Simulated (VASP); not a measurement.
# Cu: single point with PBEsol

Cu:

```xyz
4
Lattice="2.5198 0.0000 0.0000 -1.2599 2.1822 0.0000 0.0000 0.0000 8.2353" Properties=species:S:1:pos:R:3 pbc="T T T"
Cu    0.0000    0.0000    0.0000
Cu    0.0000    1.4548    2.0588
Cu    0.0000    0.0000    4.1176
Cu    1.2599    0.7274    6.1764
```

| Item | Value |
| --- | --- |
| Program | VASP 6.6.1 |
| Task | single point |
| Functional | PBEsol |
| Potentials or basis | VASP PAW PBE potentials, release 64 (Cu) |
| Cutoff | 520 eV |
| k mesh | 24 × 24 × 6 |
| Occupations | gaussian, width 0.1 eV |
| Spin | no spin polarisation |

* Pressure: 0.7 GPa
* Band gap on the k mesh: zero (band 22 reaches 11.36 eV, above the bottom of band 23 at 6.10 eV)

Stress tensor (GPa, compression positive):
```
0.62 0.00 0.00
0.00 0.62 0.00
0.00 0.00 0.92
```

Levels at points of the mesh, in eV from the Fermi level:
```
           k point  band 20  band 21  band 22  band 23  band 24  band 25
(0.00, 0.00, 0.00)    -2.01    -2.01    -1.71    -1.71    -1.17     3.95
(0.50, 0.00, 0.00)    -1.55    -0.72     0.32     0.98     1.56     4.78
(0.00, 0.00, 0.50)    -2.31    -1.83    -1.83    -1.83    -1.83     7.10
(0.50, 0.00, 0.50)    -1.57     0.01     0.01     1.35     1.35     5.27
```

Wall time 2.5 min on 1 thread of Intel(R) Xeon(R) 6975P-C (Granite Rapids) (shared host), peak memory 0.34 GiB.

Caveat: the PAW data sets were made with another functional, which shifts forces and pressure a little.
